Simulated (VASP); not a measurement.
# Li2O (Fm-3m) in VASP: single point with r2SCAN

Aim: the single point of Li2O with r2SCAN.

Program: VASP 6.6.1. These are calculated values, not measurements. Logs are shortened: lines on timing, memory, paths and dates and some standing lists are left out, and cuts for length are marked.

### Step 1. The cell of the first run

Symmetry: Fm-3m, No. 225, cubic system. Conventional cell: a = 4.374 Å, b = 4.374 Å, c = 4.374 Å, α = 90.00°, β = 90.00°, γ = 90.00°. Within 2.5 Å of Li (site symmetry -43m) lie 4 O at 1.89 Å and 6 Li at 2.19 Å. O (site symmetry m-3m) has 8 Li at 1.89 Å within 2.5 Å.

### Step 2. Single point, r2SCAN

File POSCAR:

```
Li2O
1.0
    2.1871406701      2.1871406701      0.0000000000
   -2.1871406701      2.1871406701      0.0000000000
    0.0000000000      2.1871406701      2.1871406701
Li O
2 1
Direct
    0.2500000000      0.7500000000      0.5000000000
    0.7500000000      0.2500000000      0.5000000000
    0.0000000000      0.0000000000      0.0000000000
```

File INCAR.step1:

```
ALGO = Normal ; EDIFF = 1E-5
ENCUT = 1480 ; GGA = PE
GGA_COMPAT = False ; ISMEAR = 0
LASPH = True ; LCHARG = False
LREAL = False ; LWAVE = True
NBANDS = 13 ; NELM = 120
PREC = Accurate ; SIGMA = 0.01
```

File INCAR.step2:

```
ALGO = Normal ; EDIFF = 1E-6
ENCUT = 1480 ; GGA_COMPAT = False
ISIF = 2 ; ISMEAR = 0
ISTART = 1 ; LASPH = True
LCHARG = False ; LMIXTAU = True
LREAL = False ; LWAVE = False
METAGGA = R2SCAN ; NBANDS = 13
NELM = 120 ; PREC = Accurate
SIGMA = 0.01
```

File KPOINTS:

```
k-points
0
Gamma
  8 8 8
```

Potentials or basis: VASP PAW PBE potentials, release 64 (Li_sv, O_h).

The run is started by

```sh
cat potpaw_PBE.64/Li_sv/POTCAR potpaw_PBE.64/O_h/POTCAR > POTCAR
cp INCAR.step1 INCAR
mpirun -np 1 vasp_std > vasp.out
cp INCAR.step2 INCAR
mpirun -np 1 vasp_std > vasp.out
```

OUTCAR:

```text
EDIFF = 1E-6
   ENCUT = 1480
   ISIF = 2
   ISMEAR = 0
   ISTART = 1
   LASPH = True
   LREAL = False
   METAGGA = R2SCAN
   NELM = 120
   PREC = Accurate

 ion  position               nearest neighbor table
   1  0.250  0.750  0.500-   3 1.89   3 1.89   3 1.89   3 1.89   2 2.19   2 2.19   2 2.19   2 2.19
                             2 2.19   2 2.19
   2  0.750  0.250  0.500-   3 1.89   3 1.89   3 1.89   3 1.89   1 2.19   1 2.19   1 2.19   1 2.19
                             1 2.19   1 2.19
   3  0.000  0.000  0.000-   2 1.89   1 1.89   1 1.89   2 1.89   1 1.89   2 1.89   2 1.89   1 1.89

  LATTYP: Found a face centered cubic cell.
 ALAT       =     4.3742813402

  Lattice vectors:

 A1 = (   0.0000000000,   2.1871406701,   2.1871406701)
 A2 = (   2.1871406701,   0.0000000000,   2.1871406701)
 A3 = (   2.1871406701,   2.1871406701,   0.0000000000)

Analysis of symmetry for initial positions (statically):
=====================================================================
 Subroutine PRICEL returns:
 Original cell was already a primitive cell.

 Routine SETGRP: Setting up the symmetry group for a
 face centered cubic supercell.

 Subroutine GETGRP returns: Found 48 space group operations
 (whereof 48 operations were pure point group operations)
 out of a pool of 48 trial point group operations.

The static configuration has the point symmetry O_h .

Analysis of symmetry for dynamics (positions and initial velocities):
=====================================================================
 Subroutine PRICEL returns:
 Original cell was already a primitive cell.

 Routine SETGRP: Setting up the symmetry group for a
 face centered cubic supercell.

 Subroutine GETGRP returns: Found 48 space group operations
 (whereof 48 operations were pure point group operations)
 out of a pool of 48 trial point group operations.

The dynamic configuration has the point symmetry O_h .

 Subroutine INISYM returns: Found 48 space group operations
 (whereof 48 operations are pure point group operations),
 and found     1 'primitive' translations

----------------------------------------------------------------------------------------

                                     Primitive cell

  volume of cell :      20.9247

  direct lattice vectors                    reciprocal lattice vectors
     2.187140670  2.187140670  0.000000000     0.228608981  0.228608981 -0.228608981
    -2.187140670  2.187140670  0.000000000    -0.228608981  0.228608981 -0.228608981
     0.000000000  2.187140670  2.187140670     0.000000000  0.000000000  0.457217962

  length of vectors
     3.093083998  3.093083998  3.093083998     0.395962370  0.395962370  0.457217962

  position of ions in fractional coordinates (direct lattice)
     0.250000000  0.750000000  0.500000000
     0.750000000  0.250000000  0.500000000
     0.000000000  0.000000000  0.000000000

  ion indices of the primitive-cell ions
   primitive index   ion index
                 1           1
                 2           2
                 3           3

----------------------------------------------------------------------------------------

 KPOINTS: k-points

Automatic generation of k-mesh.
 Grid dimensions read from file:
 generate k-points for:    8    8    8

 Generating k-lattice:

  Cartesian coordinates                     Fractional coordinates (reciprocal lattice)
     0.028576123  0.028576123 -0.028576123     0.125000000  0.000000000  0.000000000
    -0.028576123  0.028576123 -0.028576123     0.000000000  0.125000000  0.000000000
     0.000000000  0.000000000  0.057152245     0.000000000  0.000000000  0.125000000

  Length of vectors
     0.049495296  0.049495296  0.057152245

  Shift w.r.t. Gamma in fractional coordinates (k-lattice)
     0.000000000  0.000000000  0.000000000

 Subroutine IBZKPT returns following result:
 ===========================================

 Found     29 irreducible k-points:

 Following reciprocal coordinates:
            Coordinates               Weight
  0.000000  0.000000  0.000000      1.000000
  0.125000  0.000000  0.000000      8.000000
  0.250000  0.000000  0.000000      8.000000
  0.375000  0.000000  0.000000      8.000000
  0.500000  0.000000  0.000000      4.000000
  0.125000  0.125000  0.000000     12.000000
[... 16 lines left out ...]
  0.375000  0.250000  0.125000     48.000000
  0.500000  0.250000  0.125000     24.000000
 [... further k-points ...]
   k-points           NKPTS =     29   k-points in BZ     NKDIM =     29   number of bands    NBANDS=     13
   number of dos      NEDOS =    301   number of ions     NIONS =      3
   total plane-waves  NPLWV =  64000
   dimension x,y,z NGX =    40 NGY =   40 NGZ =   40
   dimension x,y,z NGXF=    80 NGYF=   80 NGZF=   80
   ions per type =               2   1
   NGX,Y,Z   is equivalent  to a cutoff of  21.50, 21.50, 21.50 a.u.
   NGXF,Y,Z  is equivalent  to a cutoff of  43.00, 43.00, 43.00 a.u.
 SYSTEM =  unknown system
   PREC   = accura    normal or accurate (medium, high low for compatibility)
   ISTART =      1    job   : 0-new  1-cont  2-samecut
   ICHARG =      0    charge: 1-file 2-atom 10-const
   ISPIN  =      1    spin polarized calculation?
   LNONCOLLINEAR =      F non collinear calculations
   LSORBIT =      F    spin-orbit coupling
   LASPH  =      T    aspherical Exc in radial PAW
   ENCUT  = 1480.0 eV 108.78 Ry   10.43 a.u.   9.70  9.70  9.70*2*pi/ulx,y,z
   NELM   =    120;   NELMIN=  2; NELMDL=  0     # of ELM steps
   EDIFF  = 0.1E-05   stopping-criterion for ELM
   LREAL  =      F    real-space projection
   EDIFFG = 0.1E-04   stopping-criterion for IOM
   NSW    =      0    number of steps for IOM
   IBRION =     -1    ionic relax: 0-MD 1-quasi-New 2-CG
   NFREE  =      0    steps in history (QN), initial steepest desc. (CG)
   ISIF   =      2    stress and relaxation
   ISYM   =      2    0-nonsym 1-usesym 2-fastsym
   POTIM  = 0.5000    time-step for ionic-motion
   TEBEG  =    0.0;   TEEND  =   0.0 temperature during run
   PSTRESS=    0.0 pullay stress
   NELECT =      12.0000    total number of electrons
   NUPDOWN=      -1.0000    fix difference up-down
   EMIN   =  10.00;   EMAX   =-10.00  energy-range for DOS
   EFERMI =   0.00;   METHOD = LEGACY
   ISMEAR =     0;   SIGMA  =   0.01  broadening in eV -4-tet -1-fermi 0-gaus
   EFERMI_NEDOS =   21; number of points for ismear=-14 and -15
   IALGO  =     38    algorithm
   IMIX   =      4    mixing-type and parameters
     AMIX     =   0.40;   BMIX     =  1.00
     AMIX_MAG =   1.60;   BMIX_MAG =  1.00
  volume/ion in A,a.u.               =       6.97        47.07
  Fermi-wavevector in a.u.,A,eV,Ry     =   1.360135  2.570282 25.170314  1.849966
  Thomas-Fermi vector in A             =   2.486823
   LORBIT       =      0    0 simple, 1 ext, 2 COOP (PROOUT), +10 PAW based schemes
   METAGGA = R2SCAN    functional components
   LHFCALC =     F    Hartree Fock is set to
   AEXX    =    0.0000 exact exchange contribution
   IVDW    =     0    specifies the selected vdW correction
   LEPSILON=     F    determine dielectric tensor
   LRPA    =     F    only Hartree local field effects (RPA)
 non-spin polarized calculation
 Gauss-broadening in eV      SIGMA  =   0.01
  energy-cutoff  :     1480.00
  volume of cell :       20.92
 maximum number of plane-waves:      2733
   NGX = 19   NGY = 19   NGZ = 19

 number of electron      12.0000000 magnetization

 Free energy of the ion-electron system (eV)
  ---------------------------------------------------
  ext. energy  EPLUGINS =         0.00000000
  ---------------------------------------------------
  free energy    TOTEN  =       -16.70843417 eV

  energy without entropy =      -16.70843417  energy(sigma->0) =      -16.70843417

 E-fermi :   2.3854     XC(G=0): -11.0406

 val. band max:        2.2619288548   @ k =   0.0000   0.0000   0.0000
 cond. band min:       8.2631198843   @ k =   0.5000   0.5000   0.0000
 fundamental gap:      6.0011910295
 Fermi energy:         2.3853712315

 k-point     1 :       0.0000    0.0000    0.0000
  band No.  band energies     occupation
      1     -41.9041      2.00000
      2     -41.3725      2.00000
      3     -14.3541      2.00000
      4       2.2619      2.00000
      5       2.2619      2.00000
      6       2.2619      2.00000
      7       9.8125      0.00000
      8      16.4083      0.00000
      9      16.4083      0.00000
     10      16.4083      0.00000
     11      24.3552      0.00000
     12      24.3552      0.00000
     13      24.3552      0.00000

 k-point     2 :       0.1250    0.0000    0.0000
  band No.  band energies     occupation
      1     -41.8797      2.00000
      2     -41.3890      2.00000
      3     -14.3303      2.00000
      4       1.7129      2.00000
      5       2.1748      2.00000
      6       2.1748      2.00000
      7      10.1856      0.00000
      8      16.5512      0.00000
      9      16.6680      0.00000
     10      16.6680      0.00000
     11      22.6069      0.00000
     12      22.6069      0.00000
     13      25.0959      0.00000

 k-point     3 :       0.2500    0.0000    0.0000
  band No.  band energies     occupation
      1     -41.8124      2.00000
      2     -41.4376      2.00000
      3     -14.2685      2.00000
      4       0.5513      2.00000
      5       1.9769      2.00000
      6       1.9769      2.00000
      7      11.1518      0.00000
      8      16.5792      0.00000
      9      16.8986      0.00000
     10      16.8986      0.00000
     11      21.7957      0.00000
     12      21.7957      0.00000
     13      26.8968      0.00000
[... 305 lines left out ...]
 k-point    23 :       0.3750    0.2500    0.1250
  band No.  band energies     occupation
      1     -41.6908      2.00000
      2     -41.5287      2.00000
      3     -14.1746      2.00000
      4      -0.2306      2.00000
      5       1.0722      2.00000
      6       1.5130      2.00000
      7      11.3987      0.00000
      8      15.5702      0.00000
      9      18.0358      0.00000
     10      18.5857      0.00000
     11      21.0611      0.00000
     12      25.3038      0.00000
     13      28.8367      0.00000

 k-point    24 :       0.5000    0.2500    0.1250
  band No.  band energies     occupation
      1     -41.6073      2.00000
      2     -41.6058      2.00000
      3     -14.1509      2.00000
      4      -0.5231      2.00000
      5       1.1315      2.00000
      6       1.2971      2.00000
      7      11.7678      0.00000
      8      15.2001      0.00000
      9      17.9088      0.00000
     10      18.5925      0.00000
     11      23.3351      0.00000
     12      23.5914      0.00000
     13      29.6155      0.00000

 [... further k-points ...]
[... 5 lines left out ...]
  --------------------------------------------------------------------------------------
  -------------------------------------------------------------------------------------
  Total        2.1680876      2.1680876      2.1680876      0.0000000      0.0000000     -0.0000000
  in kB      166.0073271    166.0073271    166.0073271      0.0000000      0.0000000     -0.0000000
  external PRESSURE =     166.0073271 kB  Pullay stress =       0.0000000 kB

 VOLUME and BASIS-vectors are now :
 -----------------------------------------------------------------------------
  energy-cutoff  :     1480.00
  volume of cell :       20.92
      direct lattice vectors                 reciprocal lattice vectors
     2.187140670  2.187140670  0.000000000     0.228608981  0.228608981 -0.228608981
    -2.187140670  2.187140670  0.000000000    -0.228608981  0.228608981 -0.228608981
     0.000000000  2.187140670  2.187140670     0.000000000  0.000000000  0.457217962

 POSITION                                       TOTAL-FORCE (eV/Angst)
 -----------------------------------------------------------------------------------
     -1.09357      3.28071      1.09357        -0.000000     -0.000000      0.000000
      1.09357      3.28071      1.09357         0.000000      0.000000     -0.000000
      0.00000      0.00000      0.00000         0.000000     -0.000000      0.000000
 -----------------------------------------------------------------------------------
    total drift:                                0.000000      0.000000     -0.000000

  FREE ENERGIE OF THE ION-ELECTRON SYSTEM (eV)
  ---------------------------------------------------
  free  energy   TOTEN  =       -16.7084341707 eV

  energy  without entropy=      -16.7084341707  energy(sigma->0) =      -16.70843417
```

Run time: 3.1 min. Hardware: 1 thread of Intel Xeon Platinum 8375C at 2.90GHz (Ice Lake), shared host; peak memory 0.25 GiB.

What came out:

```
Free energy            : -16.7084 eV
Pressure               : 16.6 GPa
Band gap on the k mesh : 6.00 eV (least direct gap 7.55 eV)
```

Caveat: the cell stands under pressure; the PAW data sets were made with another functional, which shifts forces and pressure a little.
